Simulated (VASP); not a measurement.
Te2Mo: single point with r2SCAN

Te2Mo, a slab with vacuum:

```
Te Mo
1.0
     3.53634    0.00000    0.00000
    -1.76817    3.06256    0.00000
     0.00000    0.00000   17.40644
Te Mo
2 1
Direct
  0.33333 0.66667 0.10214
  0.33333 0.66667 0.89786
  0.00000 0.00000 0.00000
```

- Program: VASP 6.6.1
- Task: single point
- Functional: r2SCAN
- Potentials or basis: VASP PAW PBE potentials, release 64 (Te, Mo_sv)
- Cutoff: 520 eV
- k mesh: 9 × 9 × 2
- Occupations: fermi-dirac, width 0.05 eV
- Spin: no spin polarisation
- Dipole correction: no
- Further INCAR settings: ALGO = Normal; EDIFF = 1e-06; NBANDS = 20

```
Largest force          : 0.324 eV/Å
Band gap on the k mesh : 1.16 eV
```

Forces on the atoms (eV/Å):
```
Te   0.000  0.000  0.324
Te   0.000  0.000 -0.324
Mo   0.000  0.000  0.000
```

Levels at points of the mesh, in eV from the valence-band top:
```
           k point  band 9  band 10  band 11  band 12  band 13  band 14  band 15  band 16  band 17  band 18
(0.00, 0.00, 0.00)   -1.86    -1.77    -1.02    -1.02    -0.42     3.27     3.27     3.61     3.61     4.76
(0.00, 0.00, 0.50)   -1.86    -1.77    -1.02    -1.02    -0.42     3.27     3.27     3.61     3.61     4.95
```

Run time: 4.1 min on 1 thread of Intel(R) Xeon(R) 6975P-C (Granite Rapids) (shared host), peak memory 0.4 GiB.

Caveat: the PAW data sets were made with another functional, which shifts forces and pressure a little; spin-orbit coupling is left out, which moves the levels of the heavy elements.
